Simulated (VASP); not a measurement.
A run of VASP 6.6.1:

The input INCAR:

```
SYSTEM = Mo
ALGO = Normal
EDIFF = 1E-7
ENCUT = 520
GGA = PS
ISIF = 2
ISMEAR = 1
LASPH = .True.
LCHARG = .False.
LREAL = .False.
LWAVE = .False.
NBANDS = 13
NELM = 100
PREC = Accurate
SIGMA = 0.1
```

File KPOINTS:

```
k-points
0
Gamma
  12 12 11
  0 0 0
```

The input POSCAR:

```
Mo
1.0
    2.7171503193      0.0000000000      0.0000000000
   -1.3585751596      2.3531210511      0.0000000000
    0.0000000000      0.0000000000      2.5380316175
Mo
1
Direct
    0.0000000000      0.0000000000      0.5000000000
```

Potentials or basis: VASP PAW PBE potentials, release 64 (Mo_sv).

Command:

```console
$ cat potpaw_PBE.64/Mo_sv/POTCAR > POTCAR
$ mpirun -np 1 vasp_std > vasp.out
```

Hardware: 1 thread of Intel Xeon 8259CL, with other jobs on the host.

Task: Estimate the wall time of this run.

Result: It took 24 s on 1 thread of Intel Xeon 8259CL, on a shared host, peak memory 0.14 GiB. Counts: scf iterations 11, k points 114.
